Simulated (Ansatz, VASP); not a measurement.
# HfO2 in VASP and in Ansatz

```
Hf O
1.0
     0.00000    2.44250    2.44250
     2.44250    0.00000    2.44250
     2.44250    2.44250    0.00000
Hf O
1 2
Direct
  0.00000 0.00000 0.00000
  0.75000 0.75000 0.75000
  0.25000 0.25000 0.25000
```

Alike in both runs: task single point; functional PBE; k mesh 8 × 8 × 8; occupations gaussian, width 0.02 eV; no spin polarisation.

```csv
,VASP,Ansatz
version,VASP 6.6.1,Ansatz 0.2.0
potentials or method,"VASP PAW PBE potentials, release 64 (Hf_pv, O), cutoff 520 eV","scalar-relativistic, plane waves, PAW"
valence electrons in the cell,22,38
```

|  | VASP | Ansatz | Ansatz less VASP |
| --- | --- | --- | --- |
| gap on the k mesh at the Fermi level (eV) | 4.10 | 4.05 | -0.052 |
| least direct gap on the mesh (eV) | 4.10 | 4.05 | -0.052 |

VASP's potentials hold 22 valence electrons a cell and Ansatz's 38, so a difference there can come from the potentials and not from the codes.

Neither program's run includes spin-orbit coupling.
